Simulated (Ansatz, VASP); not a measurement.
# Cs3Cl2 in VASP and in Ansatz

```
CELL_PARAMETERS angstrom
5.99594 0.00000 0.00000
-2.99797 5.19263 0.00000
0.00000 0.00000 7.08953
ATOMIC_POSITIONS crystal
Cs 0.00000 0.00000 0.00000
Cs 0.33333 0.66667 0.67550
Cs 0.66667 0.33333 0.32450
Cl 0.33333 0.66667 0.16857
Cl 0.66667 0.33333 0.83143
```

Alike in both runs: functional r2SCAN; k mesh 6 × 6 × 6; occupations gaussian, width 0.1 eV; no spin polarisation.

Ansatz relaxed the structure, and its values are those at the end. VASP's run is a single point on that final structure, the one shown.

|  | VASP | Ansatz |
| --- | --- | --- |
| version | VASP 6.6.1 | Ansatz 0.2.0 |
| potentials or method | VASP PAW PBE potentials, release 64 (Cs_sv, Cl), cutoff 520 eV | scalar-relativistic, plane waves, PAW |
| valence electrons in the cell | 41 | 41 |

|  | VASP | Ansatz | Ansatz less VASP |
| --- | --- | --- | --- |
| gap on the k mesh at the Fermi level (eV) | none | none | - |
| pressure (GPa) | 0.0 | 0.0 | -0.02 |

VASP's potentials were made for PBE, not for r2SCAN. A gap of «none» marks a metal or a gap that the smearing closes. The functional is the same, so the differences come from potentials, cutoffs and numerics.

Spin-orbit coupling is off throughout.
